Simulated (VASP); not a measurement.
# Ag (Fm-3m) in VASP: further runs

The runs below take Ag through relaxation of cell and atoms, single point, with RPBE+D4, revPBE+D3(BJ), RPBE, LDA.

Program: VASP 6.6.1. These are calculated values, not measurements. Logs are shortened: lines on timing, memory, paths and dates and some standing lists are left out, and cuts for length are marked.

**1. The cell of the first run**

It takes space group Fm-3m (No. 225, cubic). The conventional cell has a = 4.085 Å, b = 4.085 Å, c = 4.085 Å, α = 90.00°, β = 90.00°, γ = 90.00°. Ag (site symmetry m-3m) has 12 Ag at 2.89 Å within 3.8 Å.

**2. Relaxation of cell and atoms, RPBE+D4**

The input, INCAR:

```
PREC = Accurate ; ENCUT = 600
EDIFF = 1E-7 ; ISMEAR = -1
SIGMA = 0.05 ; LREAL = False
LASPH = True ; NELM = 60
ALGO = Normal ; ISIF = 3
LWAVE = False ; LCHARG = False
GGA = RP ; IVDW = 13
IBRION = 2 ; NSW = 60
EDIFFG = -0.01
```

The input, KPOINTS:

```
regular mesh
0
Gamma
  11 11 11
```

The input, POSCAR:

```
Ag
1.0
    0.0000000000      2.0427500000      2.0427500000
    2.0427500000      0.0000000000      2.0427500000
    2.0427500000      2.0427500000      0.0000000000
Ag
1
Direct
    0.0000000000      0.0000000000      0.0000000000
```

Potentials or basis: VASP PAW PBE potentials, release 64 (Ag).

Run with:

```
cat potpaw_PBE.64/Ag/POTCAR > POTCAR
mpirun -np 1 vasp_std > vasp.out
```

OUTCAR:

```text
PREC = Accurate
   ENCUT = 600
   EDIFF = 1E-7
   ISMEAR = -1
   LREAL = False
   LASPH = True
   NELM = 60
   ISIF = 3
   GGA = RP
   IVDW = 13
   IBRION = 2
   NSW = 60
   EDIFFG = -0.01

 ion  position               nearest neighbor table
   1  0.000  0.000  0.000-

  LATTYP: Found a face centered cubic cell.
 ALAT       =     4.0855000000

  Lattice vectors:

 A1 = (   0.0000000000,   2.0427500000,   2.0427500000)
 A2 = (   2.0427500000,   0.0000000000,   2.0427500000)
 A3 = (   2.0427500000,   2.0427500000,   0.0000000000)

Analysis of symmetry for initial positions (statically):
=====================================================================
 Subroutine PRICEL returns:
 Original cell was already a primitive cell.

 Routine SETGRP: Setting up the symmetry group for a
 face centered cubic supercell.

 Subroutine GETGRP returns: Found 48 space group operations
 (whereof 48 operations were pure point group operations)
 out of a pool of 48 trial point group operations.

The static configuration has the point symmetry O_h .

Analysis of symmetry for dynamics (positions and initial velocities):
=====================================================================
 Subroutine PRICEL returns:
 Original cell was already a primitive cell.

 Routine SETGRP: Setting up the symmetry group for a
 face centered cubic supercell.

 Subroutine GETGRP returns: Found 48 space group operations
 (whereof 48 operations were pure point group operations)
 out of a pool of 48 trial point group operations.

The dynamic configuration has the point symmetry O_h .

 Subroutine INISYM returns: Found 48 space group operations
 (whereof 48 operations are pure point group operations),
 and found     1 'primitive' translations

----------------------------------------------------------------------------------------

                                     Primitive cell

  volume of cell :      17.0481

  direct lattice vectors                    reciprocal lattice vectors
     0.000000000  2.042750000  2.042750000    -0.244768082  0.244768082  0.244768082
     2.042750000  0.000000000  2.042750000     0.244768082 -0.244768082  0.244768082
     2.042750000  2.042750000  0.000000000     0.244768082  0.244768082 -0.244768082

  length of vectors
     2.888884755  2.888884755  2.888884755     0.423950755  0.423950755  0.423950755

  position of ions in fractional coordinates (direct lattice)
     0.000000000  0.000000000  0.000000000

  ion indices of the primitive-cell ions
   primitive index   ion index
                 1           1

----------------------------------------------------------------------------------------

 KPOINTS: regular mesh

Automatic generation of k-mesh.
 Grid dimensions read from file:
 generate k-points for:   11   11   11

 Generating k-lattice:

  Cartesian coordinates                     Fractional coordinates (reciprocal lattice)
    -0.022251644  0.022251644  0.022251644     0.090909091  0.000000000  0.000000000
     0.022251644 -0.022251644  0.022251644     0.000000000  0.090909091  0.000000000
     0.022251644  0.022251644 -0.022251644     0.000000000  0.000000000  0.090909091

  Length of vectors
     0.038540978  0.038540978  0.038540978

  Shift w.r.t. Gamma in fractional coordinates (k-lattice)
     0.000000000  0.000000000  0.000000000

 Subroutine IBZKPT returns following result:
 ===========================================

 Found     56 irreducible k-points:

 Following reciprocal coordinates:
            Coordinates               Weight
  0.000000  0.000000  0.000000      1.000000
  0.090909  0.000000  0.000000      8.000000
  0.181818  0.000000  0.000000      8.000000
  0.272727  0.000000  0.000000      8.000000
  0.363636  0.000000  0.000000      8.000000
  0.454545  0.000000  0.000000      8.000000
[... 16 lines left out ...]
 -0.272727  0.181818  0.000000     24.000000
 -0.181818  0.181818  0.000000     12.000000
 [... further k-points ...]
   k-points           NKPTS =     56   k-points in BZ     NKDIM =     56   number of bands    NBANDS=      9
   number of dos      NEDOS =    301   number of ions     NIONS =      1
   total plane-waves  NPLWV =  13824
   dimension x,y,z NGX =    24 NGY =   24 NGZ =   24
   dimension x,y,z NGXF=    48 NGYF=   48 NGZF=   48
   ions per type =               1
   NGX,Y,Z   is equivalent  to a cutoff of  13.81, 13.81, 13.81 a.u.
   NGXF,Y,Z  is equivalent  to a cutoff of  27.62, 27.62, 27.62 a.u.
 SYSTEM =  unknown system
   PREC   = accura    normal or accurate (medium, high low for compatibility)
   ISTART =      0    job   : 0-new  1-cont  2-samecut
   ICHARG =      2    charge: 1-file 2-atom 10-const
   ISPIN  =      1    spin polarized calculation?
   LNONCOLLINEAR =      F non collinear calculations
   LSORBIT =      F    spin-orbit coupling
   LASPH  =      T    aspherical Exc in radial PAW
   ENCUT  =  600.0 eV  44.10 Ry    6.64 a.u.   5.77  5.77  5.77*2*pi/ulx,y,z
   NELM   =     60;   NELMIN=  2; NELMDL= -5     # of ELM steps
   EDIFF  = 0.1E-06   stopping-criterion for ELM
   LREAL  =      F    real-space projection
   EDIFFG = -.1E-01   stopping-criterion for IOM
   NSW    =     60    number of steps for IOM
   IBRION =      2    ionic relax: 0-MD 1-quasi-New 2-CG
   NFREE  =      1    steps in history (QN), initial steepest desc. (CG)
   ISIF   =      3    stress and relaxation
   ISYM   =      2    0-nonsym 1-usesym 2-fastsym
   POTIM  = 0.5000    time-step for ionic-motion
   TEBEG  =    0.0;   TEEND  =   0.0 temperature during run
   PSTRESS=    0.0 pullay stress
   NELECT =      11.0000    total number of electrons
   NUPDOWN=      -1.0000    fix difference up-down
   EMIN   =  10.00;   EMAX   =-10.00  energy-range for DOS
   EFERMI =   0.00;   METHOD = LEGACY
   ISMEAR =    -1;   SIGMA  =   0.05  broadening in eV -4-tet -1-fermi 0-gaus
   EFERMI_NEDOS =   21; number of points for ismear=-14 and -15
   IALGO  =     38    algorithm
   IMIX   =      4    mixing-type and parameters
     AMIX     =   0.40;   BMIX     =  1.00
     AMIX_MAG =   1.60;   BMIX_MAG =  1.00
  volume/ion in A,a.u.               =      17.05       115.05
  Fermi-wavevector in a.u.,A,eV,Ry     =   1.414644  2.673290 27.228221  2.001218
  Thomas-Fermi vector in A             =   2.536165
   LORBIT       =      0    0 simple, 1 ext, 2 COOP (PROOUT), +10 PAW based schemes
   GGA     = RP    functional components
   LHFCALC =     F    Hartree Fock is set to
   AEXX    =    0.0000 exact exchange contribution
   IVDW    =    13    specifies the selected vdW correction
   LEPSILON=     F    determine dielectric tensor
   LRPA    =     F    only Hartree local field effects (RPA)
 conjugate gradient relaxation of ions
 non-spin polarized calculation
  energy-cutoff  :      600.00
  volume of cell :       17.05
 maximum number of plane-waves:       578
   NGX = 11   NGY = 11   NGZ = 11

--------------------------------------- Ionic step        1  -------------------------------------------

 number of electron      10.9999999 magnetization

 Free energy of the ion-electron system (eV)
  ---------------------------------------------------
  ext. energy  EPLUGINS =         0.00000000
  ---------------------------------------------------
  free energy    TOTEN  =        -2.16327250 eV

  energy without entropy =       -2.16046038  energy(sigma->0) =       -2.16186644

------------------------ aborting loop because EDIFF is reached ----------------------------------------

  DFT-D4 for vdW energy calculation

  Edisp (eV):   -1.11810

  FORCE on cell =-STRESS in cart. coord.  units (eV):
  Direction    XX          YY          ZZ          XY          YZ          ZX
  --------------------------------------------------------------------------------------
  -------------------------------------------------------------------------------------
  Total      -0.13047    -0.13047    -0.13047    -0.00000    -0.00000     0.00000
  in kB     -12.26171   -12.26171   -12.26171    -0.00000    -0.00000     0.00000
  external pressure =      -12.26 kB  Pullay stress =        0.00 kB
[... 59 lines left out ...]
  energy  without entropy=       -3.2794440240  energy(sigma->0) =       -3.28066000

--------------------------------------- Ionic step        3  -------------------------------------------

 number of electron      11.0000000 magnetization

 Free energy of the ion-electron system (eV)
  ---------------------------------------------------
  ext. energy  EPLUGINS =         0.00000000
  ---------------------------------------------------
  free energy    TOTEN  =        -2.15179237 eV

  energy without entropy =       -2.14922528  energy(sigma->0) =       -2.15050882

 E-fermi :   8.9961     XC(G=0): -12.1536

 val. band max:        8.9459629120   @ k =  -0.4545   0.0909   0.0000
 cond. band min:       9.0595837669   @ k =   0.4545   0.3636   0.0000
 fundamental gap:      0.1136208550
 Fermi energy:         8.9961140486

 k-point     1 :       0.0000    0.0000    0.0000
  band No.  band energies     occupation
      1       0.9132      2.00000
      2       3.8611      2.00000
      3       3.8611      2.00000
      4       3.8611      2.00000
      5       4.9102      2.00000
      6       4.9102      2.00000
      7      24.7724      0.00000
      8      28.4622      0.00000
      9      28.4622      0.00000
[... 265 lines left out ...]
 k-point    24 :      -0.1818    0.1818    0.0000
  band No.  band energies     occupation
      1       2.9503      2.00000
      2       3.4533      2.00000
      3       4.0795      2.00000
      4       4.4837      2.00000
      5       4.5138      2.00000
      6       6.0828      2.00000
      7      20.7845      0.00000
      8      21.1917      0.00000
      9      27.4630      0.00000

 [... further k-points ...]

------------------------ aborting loop because EDIFF is reached ----------------------------------------

  DFT-D4 for vdW energy calculation

  Edisp (eV):   -1.13037

  FORCE on cell =-STRESS in cart. coord.  units (eV):
  Direction    XX          YY          ZZ          XY          YZ          ZX
  --------------------------------------------------------------------------------------
  -------------------------------------------------------------------------------------
  Total       0.00188     0.00188     0.00188    -0.00000     0.00000     0.00000
  in kB       0.17894     0.17894     0.17894    -0.00000     0.00000     0.00000
  external pressure =        0.18 kB  Pullay stress =        0.00 kB
[... 16 lines left out ...]
  FREE ENERGIE OF THE ION-ELECTRON SYSTEM (eV)
  ---------------------------------------------------
  free  energy   TOTEN  =        -3.2821611422 eV

  energy  without entropy=       -3.2795940505  energy(sigma->0) =       -3.28087760

 reached required accuracy - stopping structural energy minimisation
```

Run time: 12 s. Hardware: 1 thread of Intel Xeon Platinum 8488C (Sapphire Rapids), shared host; peak memory 0.16 GiB.

What came out:

```
Free energy                            : -3.2822 eV
Relaxed volume                         : 16.85 Å³/atom
Relaxed cell                           : a = 2.877 Å, b = 2.877 Å, c = 2.877 Å, α = 60.00°, β = 60.00°, γ = 60.00°
Space group after relaxing (to 0.05 Å) : Fm-3m (No. 225)
Energy gained by relaxing              : 0.8 meV/atom
Ionic steps                            : 3
Pressure after relaxing                : 0.0 GPa
Dispersion energy per atom             : -1.130 eV
```

Step by step:
| step | energy change (eV) | largest force (eV/Å) | pressure (GPa) | volume (Å³) |
| --- | --- | --- | --- | --- |
| 1 | 0.0000 | 0.0000 | -1.23 | 17.05 |
| 2 | -0.0005 | 0.0000 | 0.80 | 16.73 |
| 3 | -0.0008 | 0.0000 | 0.02 | 16.85 |

Final structure:
```
Ag
1.0
     0.00000    2.03463    2.03463
     2.03463    0.00000    2.03463
     2.03463    2.03463    0.00000
Ag
1
Cartesian
  0.0000 0.0000 0.0000
```

Caveat: the PAW data sets were made with another functional, which shifts forces and pressure a little; pairwise dispersion overbinds metals, which lowers pressure and volume.

(Continued in part 2 of 2.)
